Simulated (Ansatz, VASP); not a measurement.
# One calculation of Li3H2, two programs

INCAR

```
SYSTEM = Li3H2
  PREC = Accurate
  ENCUT = 600
  EDIFF = 1E-6
  ISMEAR = 0
  SIGMA = 0.2
  LREAL = .False.
  LASPH = .True.
  NELM = 60
  ALGO = Normal
  ISIF = 3
  LWAVE = .False.
  LCHARG = .False.
  GGA = PE
  IBRION = 2
  NSW = 36
  EDIFFG = -0.08
```

File KPOINTS:

```
regular mesh
0
Gamma
  6 6 2
  0 0 0
```

POSCAR

```
Li3H2
1.0
    5.2967726500     -1.4530664600      0.0000000000
    5.2967726500      1.4530664600      0.0000000000
   -1.9766592300      0.0000000000      7.3913081200
Li H
6 4
Direct
    0.8686732600      0.8686732600      0.5021621300
    0.1313267400      0.1313267400      0.4978378700
    0.5972248900      0.5972248900      0.1738100600
    0.4027751100      0.4027751100      0.8261899400
    0.8554603500      0.8554603500      0.1371372300
    0.1445396500      0.1445396500      0.8628627700
    0.4658196000      0.4658196000      0.3561671900
    0.5341804000      0.5341804000      0.6438328100
    0.2563703100      0.2563703100      0.2762163800
    0.7436296900      0.7436296900      0.7237836200
```

Input for Ansatz:

```yaml
crystal:
  lattice:
    - [5.29677265, -1.45306646, 0.0]
    - [5.29677265, 1.45306646, 0.0]
    - [-1.97665923, 0.0, 7.39130812]
  atoms:
    - { symbol: Li, position: [0.86867326, 0.86867326, 0.50216213] }
    - { symbol: Li, position: [0.13132674, 0.13132674, 0.49783787] }
    - { symbol: Li, position: [0.59722489, 0.59722489, 0.17381006] }
    - { symbol: Li, position: [0.40277511, 0.40277511, 0.82618994] }
    - { symbol: Li, position: [0.85546035, 0.85546035, 0.13713723] }
    - { symbol: Li, position: [0.14453965, 0.14453965, 0.86286277] }
    - { symbol: H, position: [0.4658196, 0.4658196, 0.35616719] }
    - { symbol: H, position: [0.5341804, 0.5341804, 0.64383281] }
    - { symbol: H, position: [0.25637031, 0.25637031, 0.27621638] }
    - { symbol: H, position: [0.74362969, 0.74362969, 0.72378362] }
basis:
  ecutwfc: 420
kpoints:
  mp_grid: { grid: [6, 6, 2] }
hamiltonian:
  xc: pbe
scf:
  occupations: { method: gaussian, width: 0.2 }
  lower_state_search: "off"
output:
  forces: true
  stress: true
  eigenvalues: true
relax:
  adjacent_minimum: "off"
  f_tol: 0.08
  max_steps: 16
  cell: { stress_tol: 0.8 }
```

Change from the starting cell: species swapped into the Ho3Ni2 type (C2/m, No. 12).

Alike in both runs: task relaxation of cell and atoms; functional PBE; k mesh 6 × 6 × 2; occupations gaussian, width 0.2 eV; no spin polarisation.

|  | VASP | Ansatz |
| --- | --- | --- |
| version | VASP 6.6.1 | Ansatz 0.2.0 |
| potentials or method | VASP PAW PBE potentials, release 64 (Li_sv, H), cutoff 600 eV | scalar-relativistic, plane waves, PAW |
| valence electrons in the cell | 22 | 22 |

|  | VASP | Ansatz | Ansatz less VASP |
| --- | --- | --- | --- |
| gap on the k mesh at the Fermi level, each at its own relaxed structure (eV) | none | none | - |
| relaxed volume (Å³/atom) | 10.75 | 11.26 | +0.508 |
| relaxed cell length with the largest relative difference (Å) | 5.678 | 5.794 | +0.1161 |

A gap of «none» marks a metal or a gap that the smearing closes.

The k mesh is coarse, so the values compare programs but aren't converged. Noted on VASP's run: the cutoff is short for stress, so the pressure is rough.
